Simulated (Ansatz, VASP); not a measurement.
## BP: VASP beside Ansatz

File INCAR:

```
PREC     = Accurate       # precision mode
ENCUT    = 500            # plane-wave cutoff, eV
EDIFF    = 1E-6           # SCF threshold, eV
ISMEAR   = 0              # smearing method
SIGMA    = 0.01           # smearing width, eV
LREAL    = False          # projectors in reciprocal space
LASPH    = True           # aspherical terms in the spheres
NELM     = 120            # most SCF steps
ALGO     = Normal         # electronic algorithm
ISIF     = 2              # what is computed and relaxed
LWAVE    = False          # write WAVECAR
LCHARG   = False          # write CHGCAR
GGA      = PS             # functional
NBANDS   = 11             # bands
GGA_COMPAT= False
```

The input KPOINTS:

```
Automatic mesh
0
Gamma
  8 8 8
```

File POSCAR:

```
BP
1.0
    0.0000000000      2.2827359537      2.2495436674
    2.2827359537      0.0000000000      2.2495436674
    2.2827359537      2.2827359537      0.0000000000
B P
1 1
Direct
    0.0000000000      0.0000000000      0.0000000000
    0.2500000000      0.2500000000      0.2500000000
```

Input for Ansatz:

```yaml
crystal:
  lattice:
    - [0.0, 2.2827359537, 2.2495436674]
    - [2.2827359537, 0.0, 2.2495436674]
    - [2.2827359537, 2.2827359537, 0.0]
  atoms:
    - { symbol: B, position: [0.0, 0.0, 0.0] }
    - { symbol: P, position: [0.25, 0.25, 0.25] }
basis:
  ecutwfc: 420
kpoints:
  mp_grid: { grid: [8, 8, 8] }
  band_path:
    path:
      - [0.0, 0.0, 0.0]
      - [0.0, 0.0, 0.0]
      - [0.413763784, 0.413763784, 0.0]
      - [0.0, 0.4157632625, 0.4157632625]
      - [0.5, 0.5, 0.5]
      - [0.0, 0.0, 0.5]
      - [0.0030827766, 0.0030827766, 0.0061655533]
      - [-0.0030827766, -0.0030827766, -0.0061655533]
      - [0.0030827766, 0.0030827766, 0.0061655533]
      - [-0.0030827766, -0.0030827766, -0.0061655533]
    npoints: 1
hamiltonian:
  xc: pbesol
  pseudopotentials: { kind: paw, azcp: { folder: soft_1 } }
scf:
  occupations: { method: fixed }
  n_extra_bands: 5
output:
  forces: true
  stress: true
  eigenvalues: true
```

Alike in both runs: task single point; functional PBEsol; k mesh 8 × 8 × 8; no spin polarisation.

|  | VASP | Ansatz |
| --- | --- | --- |
| version | VASP 6.6.1 | Ansatz 0.2.0 |
| potentials or method | VASP PAW PBE potentials, release 64 (B, P), cutoff 500 eV | scalar-relativistic, plane waves, PAW |
| occupations | gaussian, width 0.01 eV | fixed |
| valence electrons in the cell | 8 | 8 |

|  | VASP | Ansatz | Ansatz less VASP |
| --- | --- | --- | --- |
| gap on the k mesh at the Fermi level (eV) | 0.95 | 0.95 | +0.004 |
| least direct gap on the mesh (eV) | 3.20 | 3.21 | +0.006 |
| pressure (GPa) | -2.4 | -2.5 | -0.11 |
| traceless stress, the component that is largest in VASP (GPa) | 2.50 | 2.50 | +0.001 |

VASP's potentials were made for PBE, not for PBEsol, and Ansatz warns of the same on its side.
